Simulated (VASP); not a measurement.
Wanted: the native input for a VASP 6.6.1 run.

```
Task                   : single point
Functional             : BLYP
Dispersion             : D3(BJ)
Potentials or basis    : VASP PAW PBE potentials, release 64 (Ni, O)
Cutoff                 : 520 eV
k mesh                 : 11 × 11 × 11
Occupations            : fermi-dirac, width 0.05 eV
Spin                   : collinear spin, ferromagnetic start
Starting moments       : [1.0, 0.0] μB
Dipole correction      : no
Further INCAR settings : ALGO = Normal; EDIFF = 1e-06; NBANDS = 19
```

The structure of NiO lies in POSCAR:

```
NiO
1.0
    0.0000000000      2.0433202721      2.0433202721
    2.0433202721      0.0000000000      2.0433202721
    2.0433202721      2.0433202721      0.0000000000
Ni O
1 1
Direct
    0.0000000000      0.0000000000      0.0000000000
    0.5000000000      0.5000000000      0.5000000000
```

One way to write it, as run:

INCAR

```
PREC = Accurate
ENCUT = 520
EDIFF = 1E-6
ISMEAR = -1
SIGMA = 0.05
LREAL = F
LASPH = T
NELM = 150
ALGO = Normal
ISIF = 2
LWAVE = F
LCHARG = T
ISPIN = 2
MAGMOM = 1 0
LORBIT = 11
LMAXMIX = 4
GGA = B5
ALDAX = 1.0
AGGAX = 1.0
AGGAC = 1.0
ALDAC = 0.0
IVDW = 12
VDW_S6 = 1.0
VDW_S8 = 2.6996
VDW_A1 = 0.4298
VDW_A2 = 4.2359
LELF = T
LVHAR = T
NBANDS = 19
```

KPOINTS

```
Automatic mesh
0
Gamma
  11 11 11
```

Potentials or basis: VASP PAW PBE potentials, release 64 (Ni, O).

Launch:

```console
$ cat potpaw_PBE.64/Ni/POTCAR potpaw_PBE.64/O/POTCAR > POTCAR
$ mpirun -np 1 vasp_std > vasp.out
```

It gave:

* Pressure: 21.4 GPa
* Net moment: 1.38 μB per cell
* Site moments: Ni +1.15; O +0.20 μB
* Valence electrons inside the program's atomic spheres: Ni 9.15; O 5.02
* Dispersion energy per atom: -0.591 eV

Caveat: the cell stands under pressure; the PAW data sets were made with another functional, which shifts forces and pressure a little; a cell with one magnetic atom can't hold antiferromagnetic order, which such compounds often take.

Run time: 84 s on 1 thread of Intel Xeon 8259CL (shared host), peak memory 0.18 GiB.
